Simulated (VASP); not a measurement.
A run of VASP 6.6.1:

Contents of INCAR:

```
  ALGO = Normal
  EDIFF = 1E-8
  ENCUT = 520
  GGA = PE
  ISIF = 2
  ISMEAR = -1
  LASPH = T
  LCHARG = F
  LEFG = T
  LREAL = F
  LWAVE = F
  NBANDS = 35
  NELM = 80
  PREC = Accurate
  SIGMA = 0.08
```

Contents of KPOINTS:

```
k-points
0
Gamma
  11 11 3
```

File POSCAR:

```
WSe2
1.0
    3.2455335613      0.0000000000      0.0000000000
   -1.6227667806      2.8107145128      0.0000000000
    0.0000000000      0.0000000000     12.7947082416
W Se
2 4
Direct
    0.3333333333      0.6666666667      0.2500000000
    0.6666666667      0.3333333333      0.7500000000
    0.3333333333      0.6666666667      0.6210000000
    0.6666666667      0.3333333333      0.1210000000
    0.3333333333      0.6666666667      0.8790000000
    0.6666666667      0.3333333333      0.3790000000
```

Potentials or basis: VASP PAW PBE potentials, release 64 (W_sv, Se).

Command:

```console
$ cat potpaw_PBE.64/W_sv/POTCAR potpaw_PBE.64/Se/POTCAR > POTCAR
$ mpirun -np 1 vasp_std > vasp.out
```

Hardware: 1 thread of Intel(R) Xeon(R) Platinum 8559C (Emerald Rapids), on a shared host.

Question: Estimate the wall time of this run.

Answer: It took 75 s on 1 thread of Intel(R) Xeon(R) Platinum 8559C (Emerald Rapids), with other jobs on the host, peak memory 0.27 GiB. Counts: scf iterations 20, k points 32.
